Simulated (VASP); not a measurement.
A run of VASP 6.6.1 is set up as follows.

POSCAR

```
Mg
1.0
    0.0000000000      2.2442560000      2.2442560000
    2.2442560000      0.0000000000      2.2442560000
    2.2442560000      2.2442560000      0.0000000000
Mg
1
Direct
    0.0000000000      0.0000000000      0.0000000000
```

File INCAR.step1:

```
  PREC = Accurate
  ENCUT = 600
  ISMEAR = -1
  SIGMA = 0.05
  LREAL = F
  LASPH = T
  NELM = 100
  GGA = PE
  ALGO = Normal
  EDIFF = 1E-4
  LWAVE = T
  LCHARG = F
```

INCAR.step2

```
  PREC = Accurate
  ENCUT = 600
  EDIFF = 1E-6
  ISMEAR = -1
  SIGMA = 0.05
  LREAL = F
  LASPH = T
  NELM = 100
  ALGO = Normal
  ISIF = 3
  LWAVE = F
  LCHARG = F
  METAGGA = R2SCAN
  LMIXTAU = T
  IBRION = 2
  NSW = 60
  EDIFFG = -0.01
  ISTART = 1
```

KPOINTS

```
regular mesh
0
Gamma
  10 10 10
```

Potentials or basis: VASP PAW PBE potentials, release 64 (Mg).

Run with:

```bash
$ cat potpaw_PBE.64/Mg/POTCAR > POTCAR
$ cp INCAR.step1 INCAR
$ mpirun -np 1 vasp_std > vasp.out
$ cp INCAR.step2 INCAR
$ mpirun -np 1 vasp_std > vasp.out
```

**Question.** What does it give for the band gap on the k mesh?

**Answer.** Zero (band 1 reaches 3.58 eV, above the bottom of band 2 at 1.47 eV).

Final structure:
```
CELL_PARAMETERS angstrom
0.00000 2.24426 2.24426
2.24426 0.00000 2.24426
2.24426 2.24426 0.00000
ATOMIC_POSITIONS crystal
Mg 0.00000 0.00000 0.00000
```

Caveat: the relaxation stopped at its first step, so nothing moved.
